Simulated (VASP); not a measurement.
The system is HfO2.

```
Hf O
1.0
     0.00000    2.55750    2.55750
     2.55750    0.00000    2.55750
     2.55750    2.55750    0.00000
Hf O
1 2
Direct
  0.00000 0.00000 0.00000
  0.25000 0.25000 0.25000
  0.75000 0.75000 0.75000
```

| Item | Value |
| --- | --- |
| Program | VASP 6.6.1 |
| Task | relaxation of cell and atoms |
| Functional | LDA |
| Potentials or basis | VASP PAW LDA potentials, release 64 (Hf_pv, O) |
| Cutoff | 600 eV |
| k mesh | 6 × 6 × 6 |
| Occupations | gaussian, width 0.1 eV |
| Spin | no spin polarisation |

At the start: pressure -19.6 GPa; volume 11.15 Å³/atom.

How do energy, volume and symmetry change on relaxing?

Over 4 steps the energy falls by 56.5 meV/atom and the volume is 10.30 Å³/atom (-7.7 %); space group Fm-3m (No. 225, to 0.1 Å) before and after.

The path:
```tsv
step	energy change (eV)	largest force (eV/Å)	pressure (GPa)	volume (Å³)
1	0.0000	0.0000	-19.58	33.46
2	0.3008	0.0000	46.77	27.28
3	-0.1691	0.0000	-0.80	30.96
4	-0.1694	0.0000	-0.13	30.89
```

Final structure:
```
CELL_PARAMETERS angstrom
0.00000 2.49031 2.49031
2.49031 0.00000 2.49031
2.49031 2.49031 0.00000
ATOMIC_POSITIONS crystal
Hf 0.00000 0.00000 0.00000
O 0.25000 0.25000 0.25000
O 0.75000 0.75000 0.75000
```
